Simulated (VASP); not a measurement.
# Sb (R-3m) in VASP: single point with PBEsol

Aim: the single point of Sb with PBEsol.

All numbers are computed with VASP 6.6.1; they aren't measurements. Logs are shortened: lines on timing, memory, paths and dates and some standing lists are left out, and cuts for length are marked.

**1. The cell of the first run**

The structure is trigonal, space group R-3m (No. 166). The conventional cell has a = 4.322 Å, b = 4.322 Å, c = 11.060 Å, α = 90.00°, β = 90.00°, γ = 120.00°. Sb (site symmetry 3m) has 6 Sb at 2.93 to 3.30 Å within 3.9 Å.

**2. Single point, PBEsol**

POSCAR reads:

```
Sb
1.0
    2.1610267029      1.2476693486      3.6868246387
   -2.1610267029      1.2476693486      3.6868246387
    0.0000000000     -2.4953386973      3.6868246387
Sb
2
Direct
    0.2356859576      0.2356859576      0.2356859576
    0.7643140424      0.7643140424      0.7643140424
```

INCAR.step1 reads:

```
SYSTEM = Sb
PREC = Accurate
ENCUT = 520
EDIFF = 1E-6
ISMEAR = 0
SIGMA = 0.1
LREAL = .FALSE.
LASPH = .TRUE.
NELM = 80
ALGO = Normal
ISIF = 2
LWAVE = .FALSE.
LCHARG = .TRUE.
GGA = PS
NBANDS = 12
```

KPOINTS.step1 reads:

```
Automatic mesh
0
G
  12 12 12
  0 0 0
```

INCAR.step2 reads:

```
SYSTEM = Sb
PREC = Accurate
ENCUT = 520
EDIFF = 1E-6
ISMEAR = -5
SIGMA = 0.1
LREAL = .FALSE.
LASPH = .TRUE.
NELM = 80
ALGO = Normal
ISIF = 2
LWAVE = .FALSE.
LCHARG = .FALSE.
GGA = PS
LORBIT = 11
NEDOS = 1001
ICHARG = 11
```

KPOINTS.step2 reads:

```
Automatic mesh
0
G
  18 18 18
  0 0 0
```

Potentials or basis: VASP PAW PBE potentials, release 64 (Sb).

Started as:

```bash
$ cat potpaw_PBE.64/Sb/POTCAR > POTCAR
$ cp INCAR.step1 INCAR
$ cp KPOINTS.step1 KPOINTS
$ mpirun -np 1 vasp_std > vasp.out
$ cp INCAR.step2 INCAR
$ cp KPOINTS.step2 KPOINTS
$ mpirun -np 1 vasp_std > vasp.out
```

OUTCAR:

```text
SYSTEM = Sb
   PREC = Accurate
   ENCUT = 520
   EDIFF = 1E-6
   ISMEAR = -5
   LREAL = .FALSE.
   LASPH = .TRUE.
   NELM = 80
   ISIF = 2
   GGA = PS
   LORBIT = 11
   ICHARG = 11

 ion  position               nearest neighbor table
   1  0.236  0.236  0.236-   2 2.93   2 2.93   2 2.93   2 3.30   2 3.30   2 3.30
   2  0.764  0.764  0.764-   1 2.93   1 2.93   1 2.93   1 3.30   1 3.30   1 3.30

  LATTYP: Found a trigonal (rhomboedric) cell.
 ALAT       =     4.4518974753
 COS(alpha) =     0.5287406783

  Lattice vectors:

 A1 = (   2.1610267029,   1.2476693486,   3.6868246387)
 A2 = (  -2.1610267029,   1.2476693486,   3.6868246387)
 A3 = (   0.0000000000,  -2.4953386973,   3.6868246387)

Analysis of symmetry for initial positions (statically):
=====================================================================
 Subroutine PRICEL returns:
 Original cell was already a primitive cell.

 Routine SETGRP: Setting up the symmetry group for a
 trigonal (rhombohedral) supercell.

 Subroutine GETGRP returns: Found 12 space group operations
 (whereof 12 operations were pure point group operations)
 out of a pool of 12 trial point group operations.

The static configuration has the point symmetry D_3d.

Analysis of symmetry for dynamics (positions and initial velocities):
=====================================================================
 Subroutine PRICEL returns:
 Original cell was already a primitive cell.

 Routine SETGRP: Setting up the symmetry group for a
 trigonal (rhombohedral) supercell.

 Subroutine GETGRP returns: Found 12 space group operations
 (whereof 12 operations were pure point group operations)
 out of a pool of 12 trial point group operations.

The dynamic configuration has the point symmetry D_3d.

 Subroutine INISYM returns: Found 12 space group operations
 (whereof 12 operations are pure point group operations),
 and found     1 'primitive' translations

----------------------------------------------------------------------------------------

                                     Primitive cell

  volume of cell :      59.6435

  direct lattice vectors                    reciprocal lattice vectors
     2.161026703  1.247669349  3.686824639     0.231371505  0.133582401  0.090412039
    -2.161026703  1.247669349  3.686824639    -0.231371505  0.133582401  0.090412039
     0.000000000 -2.495338697  3.686824639     0.000000000 -0.267164801  0.090412039

  length of vectors
     4.451897475  4.451897475  4.451897475     0.282048520  0.282048520  0.282048520

  position of ions in fractional coordinates (direct lattice)
     0.235685958  0.235685958  0.235685958
     0.764314042  0.764314042  0.764314042

  ion indices of the primitive-cell ions
   primitive index   ion index
                 1           1
                 2           2

----------------------------------------------------------------------------------------

 KPOINTS: Automatic mesh

Automatic generation of k-mesh.
 Grid dimensions read from file:
 generate k-points for:   18   18   18

 Generating k-lattice:

  Cartesian coordinates                     Fractional coordinates (reciprocal lattice)
     0.012853972  0.007421244  0.005022891     0.055555556 -0.000000000 -0.000000000
    -0.012853972  0.007421244  0.005022891    -0.000000000  0.055555556 -0.000000000
     0.000000000 -0.014842489  0.005022891     0.000000000  0.000000000  0.055555556

  Length of vectors
     0.015669362  0.015669362  0.015669362

  Shift w.r.t. Gamma in fractional coordinates (k-lattice)
     0.000000000  0.000000000  0.000000000

 TETIRR: Found   2916 inequivalent tetrahedra from    34992

 Subroutine IBZKPT returns following result:
 ===========================================

 Found    580 irreducible k-points:

 Following reciprocal coordinates:
            Coordinates               Weight
  0.000000  0.000000  0.000000      1.000000
  0.055556 -0.000000  0.000000      6.000000
  0.111111 -0.000000  0.000000      6.000000
  0.166667 -0.000000 -0.000000      6.000000
  0.222222 -0.000000 -0.000000      6.000000
  0.277778  0.000000 -0.000000      6.000000
[... 16 lines left out ...]
 -0.277778  0.055556  0.000000     12.000000
 -0.222222  0.055556  0.000000     12.000000
 [... further k-points ...]
   k-points           NKPTS =    580   k-points in BZ     NKDIM =    580   number of bands    NBANDS=      9
   number of dos      NEDOS =   1001   number of ions     NIONS =      2
   total plane-waves  NPLWV =  46656
   dimension x,y,z NGX =    36 NGY =   36 NGZ =   36
   dimension x,y,z NGXF=    72 NGYF=   72 NGZF=   72
   ions per type =               2
   NGX,Y,Z   is equivalent  to a cutoff of  13.44, 13.44, 13.44 a.u.
   NGXF,Y,Z  is equivalent  to a cutoff of  26.89, 26.89, 26.89 a.u.
 SYSTEM =  Sb
   PREC   = accura    normal or accurate (medium, high low for compatibility)
   ISTART =      0    job   : 0-new  1-cont  2-samecut
   ICHARG =     11    charge: 1-file 2-atom 10-const
   ISPIN  =      1    spin polarized calculation?
   LNONCOLLINEAR =      F non collinear calculations
   LSORBIT =      F    spin-orbit coupling
   LASPH  =      T    aspherical Exc in radial PAW
   ENCUT  =  520.0 eV  38.22 Ry    6.18 a.u.   8.28  8.28  8.28*2*pi/ulx,y,z
   NELM   =     80;   NELMIN=  2; NELMDL=  0     # of ELM steps
   EDIFF  = 0.1E-05   stopping-criterion for ELM
   LREAL  =      F    real-space projection
   EDIFFG = 0.1E-04   stopping-criterion for IOM
   NSW    =      0    number of steps for IOM
   IBRION =     -1    ionic relax: 0-MD 1-quasi-New 2-CG
   NFREE  =      0    steps in history (QN), initial steepest desc. (CG)
   ISIF   =      2    stress and relaxation
   ISYM   =      2    0-nonsym 1-usesym 2-fastsym
   POTIM  = 0.5000    time-step for ionic-motion
   TEBEG  =    0.0;   TEEND  =   0.0 temperature during run
   PSTRESS=    0.0 pullay stress
   NELECT =      10.0000    total number of electrons
   NUPDOWN=      -1.0000    fix difference up-down
   EMIN   =  10.00;   EMAX   =-10.00  energy-range for DOS
   EFERMI =   0.00;   METHOD = LEGACY
   ISMEAR =    -5;   SIGMA  =   0.10  broadening in eV -4-tet -1-fermi 0-gaus
   EFERMI_NEDOS =   21; number of points for ismear=-14 and -15
   IALGO  =     38    algorithm
   IMIX   =      4    mixing-type and parameters
     AMIX     =   0.40;   BMIX     =  1.00
     AMIX_MAG =   1.60;   BMIX_MAG =  1.00
  volume/ion in A,a.u.               =      29.82       201.25
  Fermi-wavevector in a.u.,A,eV,Ry     =   0.902721  1.705896 11.087467  0.814906
  Thomas-Fermi vector in A             =   2.025959
   LORBIT       =     11    0 simple, 1 ext, 2 COOP (PROOUT), +10 PAW based schemes
   GGA     = PS    functional components
   LHFCALC =     F    Hartree Fock is set to
   AEXX    =    0.0000 exact exchange contribution
   IVDW    =     0    specifies the selected vdW correction
   LEPSILON=     F    determine dielectric tensor
   LRPA    =     F    only Hartree local field effects (RPA)
 non-spin polarized calculation
 Fermi weights with tetrahedron method with Bloechl corrections
  energy-cutoff  :      520.00
  volume of cell :       59.64
 maximum number of plane-waves:      1622
 NGX is ok and might be reduce to    36

 number of electron      10.0000000 magnetization

 Free energy of the ion-electron system (eV)
  ---------------------------------------------------
  ext. energy  EPLUGINS =         0.00000000
  ---------------------------------------------------
  free energy    TOTEN  =        -9.11403170 eV

  energy without entropy =       -9.11403170  energy(sigma->0) =       -9.11403170

 E-fermi :   7.2125     XC(G=0):  -9.7271

 val. band max:        7.3215036925   @ k =   0.3333   0.1667   0.1667
 cond. band min:       7.1250375027   @ k =  -0.4444   0.5000   0.4444
 fundamental gap:     -0.1964661898
 Fermi energy:         7.2125196003

 k-point     1 :       0.0000    0.0000    0.0000
  band No.  band energies     occupation
      1      -5.5015      2.00000
      2       2.5442      2.00000
      3       5.2923      2.00000
      4       5.4386      2.00000
      5       5.4386      2.00000
      6       9.5482      0.00000
      7      10.0630      0.00000
      8      10.0630      0.00000
      9      12.2161      0.00000

 k-point     2 :       0.0556   -0.0000    0.0000
  band No.  band energies     occupation
      1      -5.4673      2.00000
      2       2.3673      2.00000
      3       5.3077      2.00000
      4       5.4339      2.00000
      5       5.5214      2.00000
      6       9.5151      0.00000
      7       9.9589      0.00000
      8       9.9629      0.00000
      9      12.0356      0.00000

 k-point     3 :       0.1111   -0.0000    0.0000
  band No.  band energies     occupation
      1      -5.3645      2.00000
      2       1.9112      2.00000
      3       5.3200      2.00000
      4       5.4219      2.00000
      5       5.7357      2.00000
      6       9.3828      0.00000
      7       9.6841      0.00000
      8       9.6843      0.00000
      9      11.7843      0.00000

 k-point     4 :       0.1667   -0.0000   -0.0000
  band No.  band energies     occupation
      1      -5.1939      2.00000
      2       1.2990      2.00000
      3       5.3330      2.00000
      4       5.4084      2.00000
      5       5.9758      2.00000
      6       9.1104      0.00000
      7       9.2933      0.00000
      8       9.3050      0.00000
      9      11.7438      0.00000

 k-point     5 :       0.2222   -0.0000   -0.0000
  band No.  band energies     occupation
      1      -4.9562      2.00000
      2       0.6139      2.00000
      3       5.3592      2.00000
      4       5.4002      2.00000
      5       6.1833      2.00000
      6       8.7340      0.00000
      7       8.8659      0.00000
      8       8.8771      0.00000
      9      11.9623      0.00000

 k-point     6 :       0.2778    0.0000   -0.0000
  band No.  band energies     occupation
      1      -4.6531      2.00000
      2      -0.0955      2.00000
      3       5.4028      2.00000
      4       5.4052      2.00000
      5       6.3517      2.00000
      6       8.3176      0.00000
      7       8.4552      0.00000
      8       8.4556      0.00000
      9      12.3895      0.00000
[... 169 lines left out ...]
 k-point    21 :      -0.3889    0.0556    0.0000
  band No.  band energies     occupation
      1      -3.6782      2.00000
      2      -1.6874      2.00000
      3       4.9515      2.00000
      4       5.7765      2.00000
      5       6.5139      2.00000
      6       7.3428      0.00000
      7       7.5132      0.00000
      8       8.5972      0.00000
      9      13.5991      0.00000

 k-point    22 :      -0.3333    0.0556    0.0000
  band No.  band energies     occupation
      1      -4.1165      2.00000
      2      -1.0363      2.00000
      3       4.9024      2.00000
      4       5.8136      2.00000
      5       6.4993      2.00000
      6       7.5369      0.00000
      7       7.6430      0.00000
      8       8.8974      0.00000
      9      12.9000      0.00000

 k-point    23 :      -0.2778    0.0556    0.0000
  band No.  band energies     occupation
      1      -4.5024      2.00000
      2      -0.3506      2.00000
      3       4.8860      2.00000
      4       5.7847      2.00000
      5       6.4380      2.00000
      6       7.8502      0.00000
      7       7.9212      0.00000
      8       9.2279      0.00000
      9      12.3154      0.00000

 k-point    24 :      -0.2222    0.0556    0.0000
  band No.  band energies     occupation
      1      -4.8274      2.00000
      2       0.3450      2.00000
      3       4.9075      2.00000
      4       5.7197      2.00000
      5       6.3267      2.00000
      6       8.2440      0.00000
      7       8.3058      0.00000
      8       9.5556      0.00000
      9      11.8757      0.00000

 [... further k-points ...]

------------------------ aborting loop because EDIFF is reached ----------------------------------------

  FORCE on cell =-STRESS in cart. coord.  units (eV):
  Direction    XX          YY          ZZ          XY          YZ          ZX
  --------------------------------------------------------------------------------------
  -------------------------------------------------------------------------------------
  Total        0.0784074      0.0784074      0.0645335      0.0000000     -0.0000000      0.0000000
  in kB        2.1062229      2.1062229      1.7335351      0.0000000     -0.0000000      0.0000000
  external PRESSURE =       1.9819936 kB  Pullay stress =       0.0000000 kB

 VOLUME and BASIS-vectors are now :
 -----------------------------------------------------------------------------
  energy-cutoff  :      520.00
  volume of cell :       59.64
      direct lattice vectors                 reciprocal lattice vectors
     2.161026703  1.247669349  3.686824639     0.231371505  0.133582401  0.090412039
    -2.161026703  1.247669349  3.686824639    -0.231371505  0.133582401  0.090412039
     0.000000000 -2.495338697  3.686824639     0.000000000 -0.267164801  0.090412039

 POSITION                                       TOTAL-FORCE (eV/Angst)
 -----------------------------------------------------------------------------------
      0.00000     -0.00000      2.60680         0.000000     -0.000000      0.063209
      0.00000     -0.00000      8.45368         0.000000      0.000000     -0.063209
 -----------------------------------------------------------------------------------
    total drift:                               -0.000000     -0.000000      0.000000

  FREE ENERGIE OF THE ION-ELECTRON SYSTEM (eV)
  ---------------------------------------------------
  free  energy   TOTEN  =        -9.1140317035 eV

  energy  without entropy=       -9.1140317035  energy(sigma->0) =       -9.11403170

 total charge

# of ion       s       p       d       tot
------------------------------------------
    1        1.215   1.145   0.036   2.396
    2        1.215   1.145   0.036   2.396
--------------------------------------------------
tot          2.430   2.290   0.072   4.792
```

Wall time 3.1 min (1 thread of Intel Xeon Platinum 8259CL at 2.50GHz (Skylake/Cascade Lake), shared host); peak memory 0.43 GiB.

Results:

* Valence electrons inside the program's atomic spheres: Sb 2.40

Caveat: the PAW data sets were made with another functional, which shifts forces and pressure a little; spin-orbit coupling is left out, which moves the levels of the heavy elements.
